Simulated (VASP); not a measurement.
Here is a VASP 6.6.1 calculation.

The input INCAR:

```
PREC     = Accurate       # precision mode
ENCUT    = 600            # plane-wave cutoff, eV
EDIFF    = 1E-6           # SCF threshold, eV
ISMEAR   = 0              # smearing method
SIGMA    = 0.2            # smearing width, eV
LREAL    = False          # projectors in reciprocal space
LASPH    = True           # aspherical terms in the spheres
NELM     = 120            # most SCF steps
ALGO     = Normal         # electronic algorithm
ISIF     = 2              # what is computed and relaxed
LWAVE    = False          # write WAVECAR
LCHARG   = True           # write CHGCAR
GGA      = PE             # functional
LELF     = True           # ELF
LVHAR    = True         
NBANDS   = 26             # bands
GGA_COMPAT= False
```

Contents of KPOINTS:

```
Automatic mesh
0
Gamma
  4 4 4
```

Contents of POSCAR:

```
ScAl3N3
1.0
    2.7854904956      1.6082036875      3.4514968023
   -2.7854904956      1.6082036875      3.4514968023
    0.0000000000     -3.2164073750      3.4514968023
Sc Al N
1 3 3
Direct
    0.0426453016      0.0426453016      0.0426453016
    0.7885474107      0.7885474107      0.7885474107
    0.5427173627      0.5427173627      0.5427173627
    0.2968574593      0.2968574593      0.2968574593
    0.0427787202      0.5428581353      0.0427787202
    0.0427787202      0.0427787202      0.5428581353
    0.5428581353      0.0427787202      0.0427787202
```

Potentials or basis: VASP PAW PBE potentials, release 64 (Sc_sv, Al, N).

Command:

```bash
$ cat potpaw_PBE.64/Sc_sv/POTCAR potpaw_PBE.64/Al/POTCAR potpaw_PBE.64/N/POTCAR > POTCAR
$ mpirun -np 1 vasp_std > vasp.out
```

**Question.** Predict the pressure.

**Answer.** 0.5 GPa.

**Question.** Estimate the largest force.

**Answer.** 0.007 eV/Å.

Stress tensor (GPa, compression positive):
```
0.62 0.00 0.00
0.00 0.62 0.00
0.00 0.00 0.14
```
